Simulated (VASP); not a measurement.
# Ge (Fd-3m) in VASP: a series of runs

Runs on Ge. Level: HSE06. Tasks: single point.

Program: VASP 6.6.1. These are calculated values, not measurements. Logs are shortened: lines on timing, memory, paths and dates and some standing lists are left out, and cuts for length are marked.

## 1. The cell of the first run

The structure is cubic, space group Fd-3m (No. 227). The conventional cell has a = 5.662 Å, b = 5.662 Å, c = 5.662 Å, α = 90.00°, β = 90.00°, γ = 90.00°. Ge (site symmetry -43m) has 4 Ge at 2.45 Å within 3.2 Å.

## 2. Single point, HSE06

File POSCAR:

```
Ge
1.0
    0.0000000000      2.8311770088      2.8311770088
    2.8311770088      0.0000000000      2.8311770088
    2.8311770088      2.8311770088      0.0000000000
Ge
2
Direct
    0.0000000000      0.0000000000      0.0000000000
    0.2500000000      0.2500000000      0.2500000000
```

File INCAR.step1:

```
SYSTEM = Ge
PREC = Accurate ; ENCUT = 520
EDIFF = 1E-5 ; ISMEAR = -1
SIGMA = 0.05 ; LREAL = .FALSE.
LASPH = .TRUE. ; NELM = 100
ALGO = Normal ; ISIF = 2
LWAVE = .TRUE. ; NBANDS = 21
GGA = PE
```

File INCAR.step2:

```
SYSTEM = Ge
PREC = Accurate ; ENCUT = 520
EDIFF = 1E-6 ; ISMEAR = -1
SIGMA = 0.05 ; LREAL = .FALSE.
LASPH = .TRUE. ; NELM = 100
ALGO = Normal ; ISIF = 2
LWAVE = .FALSE. ; LCHARG = .TRUE.
GGA = PE ; LHFCALC = .TRUE.
HFSCREEN = 0.2079 ; PRECFOCK = Normal
LELF = .TRUE. ; LVHAR = .TRUE.
NBANDS = 21 ; ISTART = 1
```

File KPOINTS:

```
regular mesh
0
G
  4 4 4
  0 0 0
```

Potentials or basis: VASP PAW PBE potentials, release 64 (Ge_d).

Run with:

```bash
$ cat potpaw_PBE.64/Ge_d/POTCAR > POTCAR
$ cp INCAR.step1 INCAR
$ mpirun -np 1 vasp_std > vasp.out
$ cp INCAR.step2 INCAR
$ mpirun -np 1 vasp_std > vasp.out
```

OUTCAR:

```text
SYSTEM = Ge
   PREC = Accurate
   ENCUT = 520
   EDIFF = 1E-6
   ISMEAR = -1
   LREAL = .FALSE.
   LASPH = .TRUE.
   NELM = 100
   ISIF = 2
   GGA = PE
   LHFCALC = .TRUE.
   HFSCREEN = 0.2079
   PRECFOCK = Normal
   ISTART = 1

 ion  position               nearest neighbor table
   1  0.000  0.000  0.000-   2 2.45   2 2.45   2 2.45   2 2.45
   2  0.250  0.250  0.250-   1 2.45   1 2.45   1 2.45   1 2.45

  LATTYP: Found a face centered cubic cell.
 ALAT       =     5.6623540176

  Lattice vectors:

 A1 = (   0.0000000000,   2.8311770088,   2.8311770088)
 A2 = (   2.8311770088,   0.0000000000,   2.8311770088)
 A3 = (   2.8311770088,   2.8311770088,   0.0000000000)

Analysis of symmetry for initial positions (statically):
=====================================================================
 Subroutine PRICEL returns:
 Original cell was already a primitive cell.

 Routine SETGRP: Setting up the symmetry group for a
 face centered cubic supercell.

 Subroutine GETGRP returns: Found 48 space group operations
 (whereof 24 operations were pure point group operations)
 out of a pool of 48 trial point group operations.

The static configuration has the point symmetry T_d .
 The point group associated with its full space group is O_h .

Analysis of symmetry for dynamics (positions and initial velocities):
=====================================================================
 Subroutine PRICEL returns:
 Original cell was already a primitive cell.

 Routine SETGRP: Setting up the symmetry group for a
 face centered cubic supercell.

 Subroutine GETGRP returns: Found 48 space group operations
 (whereof 24 operations were pure point group operations)
 out of a pool of 48 trial point group operations.

The dynamic configuration has the point symmetry T_d .
 The point group associated with its full space group is O_h .

 Subroutine INISYM returns: Found 48 space group operations
 (whereof 24 operations are pure point group operations),
 and found     1 'primitive' translations

----------------------------------------------------------------------------------------

                                     Primitive cell

  volume of cell :      45.3870

[... 71 lines left out ...]
   EDIFF  = 0.1E-05   stopping-criterion for ELM
   LREAL  =      F    real-space projection
   EDIFFG = 0.1E-04   stopping-criterion for IOM
   NSW    =      0    number of steps for IOM
   IBRION =     -1    ionic relax: 0-MD 1-quasi-New 2-CG
   NFREE  =      0    steps in history (QN), initial steepest desc. (CG)
   ISIF   =      2    stress and relaxation
   ISYM   =      3    0-nonsym 1-usesym 2-fastsym
   POTIM  = 0.5000    time-step for ionic-motion
   TEBEG  =    0.0;   TEEND  =   0.0 temperature during run
   PSTRESS=    0.0 pullay stress
   NELECT =      28.0000    total number of electrons
   NUPDOWN=      -1.0000    fix difference up-down
   EMIN   =  10.00;   EMAX   =-10.00  energy-range for DOS
   EFERMI =   0.00;   METHOD = LEGACY
   ISMEAR =    -1;   SIGMA  =   0.05  broadening in eV -4-tet -1-fermi 0-gaus
   EFERMI_NEDOS =   21; number of points for ismear=-14 and -15
   IALGO  =     38    algorithm
   IMIX   =      1    mixing-type and parameters
     AMIX     =   0.40;   BMIX     =  1.00
     AMIX_MAG =   1.60;   BMIX_MAG =  1.00
  volume/ion in A,a.u.               =      22.69       153.14
  Fermi-wavevector in a.u.,A,eV,Ry     =   1.393640  2.633597 26.425663  1.942231
  Thomas-Fermi vector in A             =   2.517266
   LORBIT       =      0    0 simple, 1 ext, 2 COOP (PROOUT), +10 PAW based schemes
   GGA     = PE    functional components
   LHFCALC =     T    Hartree Fock is set to
   PRECFOCK=normal    Normal, Fast or Accurate (Low or Medium for compatibility)
   ENCUT4O =  -1.0   cutoff for four orbital integrals eV
   NKREDX  =     1    reduce k-point grid by
   NKREDY  =     1    reduce k-point grid by
   NKREDZ  =     1    reduce k-point grid by
   AEXX    =    0.2500 exact exchange contribution
   HFSCREEN=    0.2079 screening length (either q_TF or 0.3 A-1)
   HFSCREENC=   0.2079 screening length for correlation (either q_TF or 0.3 A-1)
   ENCUTFOCK=  -1.0 apply spherical cutoff to Coloumb kernel
   IVDW    =     0    specifies the selected vdW correction
   LEPSILON=     F    determine dielectric tensor
   LRPA    =     F    only Hartree local field effects (RPA)
 non-spin polarized calculation
  energy-cutoff  :      520.00
  volume of cell :       45.39
 maximum number of plane-waves:      1243
 NGX is ok and might be reduce to    30
  NGX = 24; NGY = 24; NGZ = 24

 number of electron      28.0000020 magnetization

 Free energy of the ion-electron system (eV)
  ---------------------------------------------------
  ext. energy  EPLUGINS =         0.00000000
  ---------------------------------------------------
  free energy    TOTEN  =       -10.45679680 eV

  energy without entropy =      -10.45677913  energy(sigma->0) =      -10.45678797

 E-fermi :   5.0833     XC(G=0):  -8.1973

 val. band max:        4.6556926133   @ k =   0.0000   0.0000   0.0000
 cond. band min:       5.5284576082   @ k =   0.5000   0.0000   0.0000
 fundamental gap:      0.8727649948
 Fermi energy:         5.0833244421

 k-point     1 :       0.0000    0.0000    0.0000
  band No.  band energies     occupation
      1     -23.2539      2.00000
      2     -23.2539      2.00000
      3     -23.2539      2.00000
      4     -23.2172      2.00000
      5     -23.2172      2.00000
      6     -23.0106      2.00000
[... 181 lines left out ...]
     20      16.8984      0.00000
     21      18.8036      0.00000

------------------------ aborting loop because EDIFF is reached ----------------------------------------

  FORCE on cell =-STRESS in cart. coord.  units (eV):
  Direction    XX          YY          ZZ          XY          YZ          ZX
  --------------------------------------------------------------------------------------
  -------------------------------------------------------------------------------------
  Total        0.2730424      0.2730424      0.2730424      0.0000000      0.0000000     -0.0000000
  in kB        9.6385052      9.6385052      9.6385052      0.0000000      0.0000000     -0.0000000
  external PRESSURE =       9.6385052 kB  Pullay stress =       0.0000000 kB

 VOLUME and BASIS-vectors are now :
 -----------------------------------------------------------------------------
  energy-cutoff  :      520.00
  volume of cell :       45.39
      direct lattice vectors                 reciprocal lattice vectors
     0.000000000  2.831177009  2.831177009    -0.176604994  0.176604994  0.176604994
     2.831177009  0.000000000  2.831177009     0.176604994 -0.176604994  0.176604994
     2.831177009  2.831177009  0.000000000     0.176604994  0.176604994 -0.176604994

 POSITION                                       TOTAL-FORCE (eV/Angst)
 -----------------------------------------------------------------------------------
      0.00000      0.00000      0.00000         0.000000     -0.000000      0.000000
      1.41559      1.41559      1.41559        -0.000000      0.000000     -0.000000
 -----------------------------------------------------------------------------------
    total drift:                               -0.000000      0.000000     -0.000000

  FREE ENERGIE OF THE ION-ELECTRON SYSTEM (eV)
  ---------------------------------------------------
  free  energy   TOTEN  =       -10.4567968028 eV

  energy  without entropy=      -10.4567791281  energy(sigma->0) =      -10.45678797
```

OSZICAR.step1:

```text
N       E                     dE             d eps       ncg     rms          rms(c)
DAV:   1     0.181073102682E+03    0.18107E+03   -0.14927E+04   364   0.364E+03
DAV:   2     0.168165049001E+02   -0.16426E+03   -0.15824E+03   336   0.587E+02
DAV:   3    -0.806090248070E+01   -0.24877E+02   -0.24751E+02   391   0.140E+02
DAV:   4    -0.884064485127E+01   -0.77974E+00   -0.77872E+00   366   0.290E+01
DAV:   5    -0.885334164022E+01   -0.12697E-01   -0.12696E-01   396   0.393E+00    0.330E+00
DAV:   6    -0.878546823971E+01    0.67873E-01   -0.23425E-02   386   0.139E+00    0.196E+00
DAV:   7    -0.875218049692E+01    0.33288E-01   -0.57387E-02   377   0.201E+00    0.158E-01
DAV:   8    -0.875447460810E+01   -0.22941E-02   -0.62133E-03   346   0.878E-01    0.500E-02
DAV:   9    -0.875473432176E+01   -0.25971E-03   -0.33025E-04   371   0.189E-01    0.156E-02
DAV:  10    -0.875474494209E+01   -0.10620E-04   -0.27626E-05   312   0.667E-02    0.728E-03
DAV:  11    -0.875474669521E+01   -0.17531E-05   -0.62375E-06   270   0.365E-02
   1 F= -.87547467E+01 E0= -.87520322E+01  d E =-.542894E-02
```

Run time: 31 min. Hardware: 1 thread of Intel Xeon 8259CL, shared host; peak memory 0.27 GiB.

Results:

```
Free energy            : -10.4568 eV
Pressure               : 1.0 GPa
Band gap on the k mesh : 0.87 eV (least direct gap 0.94 eV)
```

Caveat: the k points lie up to 0.48 Å⁻¹ apart; the PAW data sets were made with another functional, which shifts forces and pressure a little. A k mesh can miss the band edges.

## 3. Single point, HSE06

POSCAR is that of step 2.

File INCAR.step1:

```
  ALGO = Normal
  EDIFF = 1E-5
  ENCUT = 520
  GGA = PE
  ISIF = 2
  ISMEAR = -1
  LASPH = T
  LCHARG = F
  LREAL = F
  LWAVE = T
  NBANDS = 21
  NELM = 60
  PREC = Accurate
  SIGMA = 0.05
```

File INCAR.step2:

```
  ALGO = Normal
  EDIFF = 1E-6
  ENCUT = 520
  GGA = PE
  HFSCREEN = 0.2079
  ISIF = 2
  ISMEAR = -1
  ISTART = 1
  LASPH = T
  LCHARG = F
  LHFCALC = T
  LREAL = F
  LWAVE = F
  NBANDS = 21
  NELM = 60
  PREC = Accurate
  PRECFOCK = Normal
  SIGMA = 0.05
```

File KPOINTS:

```
k-points
0
Gamma
  4 4 4
```

Potentials or basis: VASP PAW PBE potentials, release 64 (Ge_d).

Run with:

```bash
$ cat potpaw_PBE.64/Ge_d/POTCAR > POTCAR
$ cp INCAR.step1 INCAR
$ mpirun -np 1 vasp_std > vasp.out
$ cp INCAR.step2 INCAR
$ mpirun -np 1 vasp_std > vasp.out
```

OUTCAR:

```text
EDIFF = 1E-6
   ENCUT = 520
   GGA = PE
   HFSCREEN = 0.2079
   ISIF = 2
   ISMEAR = -1
   ISTART = 1
   LASPH = T
   LHFCALC = T
   LREAL = F
   NELM = 60
   PREC = Accurate
   PRECFOCK = Normal

 ion  position               nearest neighbor table
   1  0.000  0.000  0.000-   2 2.45   2 2.45   2 2.45   2 2.45
   2  0.250  0.250  0.250-   1 2.45   1 2.45   1 2.45   1 2.45

  LATTYP: Found a face centered cubic cell.
 ALAT       =     5.6623540176

  Lattice vectors:

 A1 = (   0.0000000000,   2.8311770088,   2.8311770088)
 A2 = (   2.8311770088,   0.0000000000,   2.8311770088)
 A3 = (   2.8311770088,   2.8311770088,   0.0000000000)

Analysis of symmetry for initial positions (statically):
=====================================================================
 Subroutine PRICEL returns:
 Original cell was already a primitive cell.

 Routine SETGRP: Setting up the symmetry group for a
 face centered cubic supercell.

[... 152 lines left out ...]
  ---------------------------------------------------
  ext. energy  EPLUGINS =         0.00000000
  ---------------------------------------------------
  free energy    TOTEN  =       -10.45679680 eV

  energy without entropy =      -10.45677913  energy(sigma->0) =      -10.45678797

 E-fermi :   5.0833     XC(G=0):  -8.1973

 val. band max:        4.6556926133   @ k =   0.0000   0.0000   0.0000
 cond. band min:       5.5284576082   @ k =   0.5000   0.0000   0.0000
 fundamental gap:      0.8727649948
 Fermi energy:         5.0833244421

 k-point     1 :       0.0000    0.0000    0.0000
  band No.  band energies     occupation
      1     -23.2539      2.00000
      2     -23.2539      2.00000
      3     -23.2539      2.00000
      4     -23.2172      2.00000
      5     -23.2172      2.00000
      6     -23.0106      2.00000
[... 181 lines left out ...]
     20      16.8984      0.00000
     21      18.8036      0.00000

------------------------ aborting loop because EDIFF is reached ----------------------------------------

  FORCE on cell =-STRESS in cart. coord.  units (eV):
  Direction    XX          YY          ZZ          XY          YZ          ZX
  --------------------------------------------------------------------------------------
  -------------------------------------------------------------------------------------
  Total        0.2730424      0.2730424      0.2730424      0.0000000      0.0000000     -0.0000000
  in kB        9.6385052      9.6385052      9.6385052      0.0000000      0.0000000     -0.0000000
  external PRESSURE =       9.6385052 kB  Pullay stress =       0.0000000 kB

 VOLUME and BASIS-vectors are now :
 -----------------------------------------------------------------------------
  energy-cutoff  :      520.00
  volume of cell :       45.39
      direct lattice vectors                 reciprocal lattice vectors
     0.000000000  2.831177009  2.831177009    -0.176604994  0.176604994  0.176604994
     2.831177009  0.000000000  2.831177009     0.176604994 -0.176604994  0.176604994
     2.831177009  2.831177009  0.000000000     0.176604994  0.176604994 -0.176604994

 POSITION                                       TOTAL-FORCE (eV/Angst)
 -----------------------------------------------------------------------------------
      0.00000      0.00000      0.00000         0.000000     -0.000000      0.000000
      1.41559      1.41559      1.41559        -0.000000      0.000000     -0.000000
 -----------------------------------------------------------------------------------
    total drift:                               -0.000000      0.000000     -0.000000

  FREE ENERGIE OF THE ION-ELECTRON SYSTEM (eV)
  ---------------------------------------------------
  free  energy   TOTEN  =       -10.4567968028 eV

  energy  without entropy=      -10.4567791281  energy(sigma->0) =      -10.45678797
```

It took 35 min on 1 thread of Intel Xeon 8259CL, shared host; peak memory 0.27 GiB.

Results:

- Free energy: -10.4568 eV
- Pressure: 1.0 GPa
- Band gap on the k mesh: 0.87 eV (least direct gap 0.94 eV)

Caveat: the k points lie up to 0.48 Å⁻¹ apart; the PAW data sets were made with another functional, which shifts forces and pressure a little. A k mesh can miss the band edges.
